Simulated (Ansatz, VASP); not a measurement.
# Two plane-wave programs on AgCl

```
Ag Cl
1.0
     0.00000    2.66222    2.88408
     2.66222    0.00000    2.88408
     2.66222    2.66222    0.00000
Ag Cl
1 1
Direct
  0.50000 0.50000 0.50000
  0.00000 0.00000 0.00000
```

Change from the starting cell: strain -0.040 along x and y, +0.040 along z, atoms carried along.

Alike in both runs: task single point; functional r2SCAN; k mesh 8 × 8 × 8; occupations gaussian, width 0.05 eV; no spin polarisation.

|  | VASP | Ansatz |
| --- | --- | --- |
| version | VASP 6.6.1 | Ansatz 0.2.0 |
| potentials or method | VASP PAW PBE potentials, release 64 (Ag, Cl), cutoff 550 eV | scalar-relativistic, plane waves, PAW |
| valence electrons in the cell | 18 | 26 |

|  | VASP | Ansatz | Ansatz less VASP |
| --- | --- | --- | --- |
| gap on the k mesh at the Fermi level (eV) | 1.17 | 1.23 | +0.053 |
| least direct gap on the mesh (eV) | 3.88 | 3.93 | +0.044 |
| pressure (GPa) | 3.0 | 3.0 | +0.06 |
| traceless stress, the component that is largest in VASP (GPa) | -2.41 | -2.44 | -0.028 |

VASP's potentials were made for PBE, not for r2SCAN. The functional is the same, so the differences come from potentials, cutoffs and numerics. VASP's potentials hold 18 valence electrons a cell and Ansatz's 26, so a difference there can come from the potentials and not from the codes.
